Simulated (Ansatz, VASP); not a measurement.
Two plane-wave programs on IrO2

The input INCAR:

```
SYSTEM = IrO2
ALGO = Normal
EDIFF = 1E-7
EDIFFG = -0.005
ENCUT = 600
GGA = PS
IBRION = 2
ISIF = 3
ISMEAR = 0
LASPH = .True.
LCHARG = .False.
LREAL = .False.
LWAVE = .False.
NELM = 100
NSW = 100
PREC = Accurate
SIGMA = 0.1
```

Contents of KPOINTS:

```
k-points
0
Gamma
  8 8 12
  0 0 0
```

Contents of POSCAR:

```
IrO2
1.0
    4.4990000000      0.0000000000      0.0000000000
    0.0000000000      4.4990000000      0.0000000000
    0.0000000000      0.0000000000      3.1460000000
Ir O
2 4
Direct
    0.0000000000      0.0000000000      0.0000000000
    0.5000000000      0.5000000000      0.5000000000
    0.3110000000      0.3110000000      0.0000000000
    0.1890000000      0.8110000000      0.5000000000
    0.6890000000      0.6890000000      0.0000000000
    0.8110000000      0.1890000000      0.5000000000
```

Input for Ansatz:

```yaml
crystal:
  lattice:
    - [4.499, 0.0, 0.0]
    - [0.0, 4.499, 0.0]
    - [0.0, 0.0, 3.146]
  atoms:
    - { symbol: Ir, position: [0.0, 0.0, 0.0] }
    - { symbol: Ir, position: [0.5, 0.5, 0.5] }
    - { symbol: O, position: [0.311, 0.311, 0.0] }
    - { symbol: O, position: [0.189, 0.811, 0.5] }
    - { symbol: O, position: [0.689, 0.689, 0.0] }
    - { symbol: O, position: [0.811, 0.189, 0.5] }
basis:
  ecutwfc: 420
kpoints:
  mp_grid: { grid: [8, 8, 12] }
hamiltonian:
  xc: pbesol
scf:
  occupations: { method: gaussian, width: 0.1 }
output:
  forces: true
  stress: true
  eigenvalues: true
relax:
  adjacent_minimum: "off"
  f_tol: 0.005
  max_steps: 80
  cell: { stress_tol: 0.05 }
```

Alike in both runs: task relaxation of cell and atoms; functional PBEsol; k mesh 8 × 8 × 12; occupations gaussian, width 0.1 eV; no spin polarisation.

```csv
,VASP,Ansatz
version,VASP 6.6.1,Ansatz 0.2.0
potentials or method,"VASP PAW PBE potentials, release 64 (Ir, O), cutoff 600 eV","scalar-relativistic, plane waves, PAW"
valence electrons in the cell,42,58
```

|  | VASP | Ansatz | Ansatz less VASP |
| --- | --- | --- | --- |
| gap on the k mesh at the Fermi level, each at its own relaxed structure (eV) | none | none | - |
| relaxed volume (Å³/atom) | 10.60 | 10.51 | -0.095 |
| relaxed cell length with the largest relative difference (Å) | 3.164 | 3.154 | -0.0106 |

VASP's potentials were made for PBE, not for PBEsol. A gap of «none» marks a metal or a gap that the smearing closes. VASP's potentials hold 42 valence electrons a cell and Ansatz's 58, so a difference there can come from the potentials and not from the codes.

Neither program's run includes spin-orbit coupling.
